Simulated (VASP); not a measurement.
A run of VASP 6.6.1 is set up as follows.

File INCAR:

```
PREC = Accurate ; ENCUT = 600
EDIFF = 1E-6 ; ISMEAR = 0
SIGMA = 0.1 ; LREAL = False
LASPH = True ; NELM = 120
ALGO = Normal ; ISIF = 2
LWAVE = False ; LCHARG = False
GGA = PS ; NBANDS = 33
GGA_COMPAT = False
```

KPOINTS

```
Automatic mesh
0
Gamma
  6 6 9
```

POSCAR

```
TaN
1.0
    5.1563681416      0.0000000000      0.0000000000
   -2.5781840708      4.4655458019      0.0000000000
    0.0000000000      0.0000000000      2.9065253805
Ta N
3 3
Direct
    0.0000000000      0.0000000000      0.0000000000
    0.3333333333      0.6666666667      0.5000000000
    0.6666666667      0.3333333333      0.5000000000
    0.5000000000      0.0000000000      0.0000000000
    0.0000000000      0.5000000000      0.0000000000
    0.5000000000      0.5000000000      0.0000000000
```

Potentials or basis: VASP PAW PBE potentials, release 64 (Ta_pv, N).

The run is started by

```sh
$ cat potpaw_PBE.64/Ta_pv/POTCAR potpaw_PBE.64/N/POTCAR > POTCAR
$ mpirun -np 1 vasp_std > vasp.out
```

Task: Predict the band gap on the k mesh.

Result: Zero (band 24 reaches 8.99 eV, above the bottom of band 25 at 6.89 eV).

Task: Estimate the pressure.

Result: 5.9 GPa.

Stress tensor (GPa, compression positive):
```
5.80 0.00 0.00
0.00 5.80 0.00
0.00 0.00 6.19
```

Caveat: the PAW data sets were made with another functional, which shifts forces and pressure a little; spin-orbit coupling is left out, which moves the levels of the heavy elements.
